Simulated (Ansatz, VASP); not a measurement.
**One calculation of SiC, two programs**

```
Si C
1.0
     3.10425    0.00000    0.00000
    -1.55212    2.68836    0.00000
     0.00000    0.00000    5.09452
Si C
2 2
Direct
  0.33333 0.66667 0.00458
  0.66667 0.33333 0.50458
  0.33333 0.66667 0.38042
  0.66667 0.33333 0.88042
```

Alike in both runs: task relaxation of cell and atoms; functional PBE; k mesh 12 × 12 × 6; occupations gaussian, width 0.02 eV; no spin polarisation.

|  | VASP | Ansatz |
| --- | --- | --- |
| version | VASP 6.6.1 | Ansatz 0.2.0 |
| potentials or method | VASP PAW PBE potentials, release 64 (Si, C), cutoff 600 eV | scalar-relativistic, all-electron LAPW |

VASP gave:

* gap on the k mesh at the Fermi level, each at its own relaxed structure (eV): 2.30
* relaxed volume (Å³/atom): 10.49
* relaxed cell length with the largest relative difference (Å): 5.073

Which values does Ansatz return?

gap on the k mesh at the Fermi level, each at its own relaxed structure (eV): 2.30; relaxed volume (Å³/atom): 10.50; relaxed cell length with the largest relative difference (Å): 5.075.

Ansatz ran all-electron here, and VASP with PAW potentials.
